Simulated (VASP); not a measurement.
Here is a VASP 6.6.1 calculation.

The input INCAR:

```
PREC     = Accurate       # precision mode
ENCUT    = 520            # plane-wave cutoff, eV
EDIFF    = 1E-7           # SCF threshold, eV
ISMEAR   = 0              # smearing method
SIGMA    = 0.15           # smearing width, eV
LREAL    = False          # projectors in reciprocal space
LASPH    = True           # aspherical terms in the spheres
NELM     = 80             # most SCF steps
ALGO     = Normal         # electronic algorithm
ISIF     = 2              # what is computed and relaxed
LWAVE    = False          # write WAVECAR
LCHARG   = True           # write CHGCAR
GGA      = PS             # functional
LELF     = True           # ELF
LVHAR    = True         
NBANDS   = 21             # bands
```

KPOINTS

```
Automatic mesh
0
Gamma
  18 18 18
```

POSCAR

```
Ti2C
1.0
    1.5264035952      0.8812695266      4.9636526560
   -1.5264035952      0.8812695266      4.9636526560
    0.0000000000     -1.7625390532      4.9636526560
Ti C
2 1
Direct
    0.2458180107      0.2458180107      0.2458180107
    0.7541819893      0.7541819893      0.7541819893
    0.5000000000      0.5000000000      0.5000000000
```

Potentials or basis: VASP PAW PBE potentials, release 64 (Ti_sv, C).

Run with:

```sh
$ cat potpaw_PBE.64/Ti_sv/POTCAR potpaw_PBE.64/C/POTCAR > POTCAR
$ mpirun -np 1 vasp_std > vasp.out
```

Question: Predict the largest force.

Answer: 0.557 eV/Å.

Question: What does it give for the pressure?

Answer: -6.7 GPa.

Question: What does it give for the band gap on the k mesh?

Answer: Zero (bands 14 and 15 overlap by 0.95 eV).

Stress tensor (GPa, compression positive):
```
 -4.15   0.00   0.00
  0.00  -4.15   0.00
  0.00   0.00 -11.78
```

Caveat: the cell differs from its parent crystal (strain +0.000 along x and y, +0.040 along z); the stress differs along the axes, from -12 to -4 GPa; the PAW data sets were made with another functional, which shifts forces and pressure a little.
